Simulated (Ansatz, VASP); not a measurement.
Given: the input of a run of VASP 6.6.1 on KF.

The input POSCAR:

```
KF
1.0
    0.0000000000      2.6718500000      2.6718500000
    2.6718500000      0.0000000000      2.6718500000
    2.6718500000      2.6718500000      0.0000000000
K F
1 1
Direct
    0.0000000000      0.0000000000      0.0000000000
    0.5000000000      0.5000000000      0.5000000000
```

INCAR.step1

```
ALGO = Normal
EDIFF = 1E-5
ENCUT = 520
GGA = PE
ISIF = 2
ISMEAR = -1
LASPH = T
LCHARG = F
LREAL = F
LWAVE = T
NBANDS = 15
NELM = 100
PREC = Accurate
SIGMA = 0.05
```

INCAR.step2

```
AEXX = 0.25
ALGO = Normal
EDIFF = 1E-6
ENCUT = 520
GGA = PE
HFSCREEN = 0.2078699
ISIF = 2
ISMEAR = -1
ISTART = 1
LASPH = T
LCHARG = F
LHFCALC = T
LREAL = F
LWAVE = F
NBANDS = 15
NELM = 100
PREC = Accurate
PRECFOCK = Normal
SIGMA = 0.05
```

KPOINTS

```
k-points
0
Gamma
  5 5 5
```

Potentials or basis: VASP PAW PBE potentials, release 64 (K_sv, F).

Run with:

```console
$ cat potpaw_PBE.64/K_sv/POTCAR potpaw_PBE.64/F/POTCAR > POTCAR
$ cp INCAR.step1 INCAR
$ mpirun -np 1 vasp_std > vasp.out
$ cp INCAR.step2 INCAR
$ mpirun -np 1 vasp_std > vasp.out
```

**Question.** Translate it to Ansatz 0.2.0. Potentials there: Ansatz PAW.

**Answer.** As run (the cutoff follows the program's own potentials):

Contents of input.yaml:

```yaml
crystal:
  lattice:
    - [0.0, 2.67185, 2.67185]
    - [2.67185, 0.0, 2.67185]
    - [2.67185, 2.67185, 0.0]
  atoms:
    - { symbol: K, position: [0.0, 0.0, 0.0] }
    - { symbol: F, position: [0.5, 0.5, 0.5] }
hamiltonian:
  xc:
    exchange: pbe
    correlation: pbe
    exx: { coeff: 0.25, omega: 0.2078699 }
  pseudopotentials: { kind: paw }
kpoints:
  mp_grid: { grid: [5, 5, 5] }
scf:
  occupations: { method: fermi_dirac, width: 0.05 }
output:
  forces: true
  stress: true
  eigenvalues: true
```

Potentials or basis: Ansatz PAW.

Command:

```console
$ ansatz run input.yaml --threads 1 --pin off --max-ram 3584MiB --backend cpu --events-out ev --progress --plain --runs-dir out
```

Both were run:

|  | VASP | Ansatz | Ansatz less VASP |
| --- | --- | --- | --- |
| gap on the k mesh at the Fermi level (eV) | 8.16 | 8.18 | +0.018 |
| least direct gap on the mesh (eV) | 8.16 | 8.18 | +0.018 |
| pressure (GPa) | 0.6 | 0.5 | -0.09 |

VASP's potentials were made for PBE, not for PBE-based screened hybrid.

Noted on Ansatz's run: odd divisions of the mesh miss points on the zone boundary, where band edges often lie, so the gap on the mesh can be too wide.
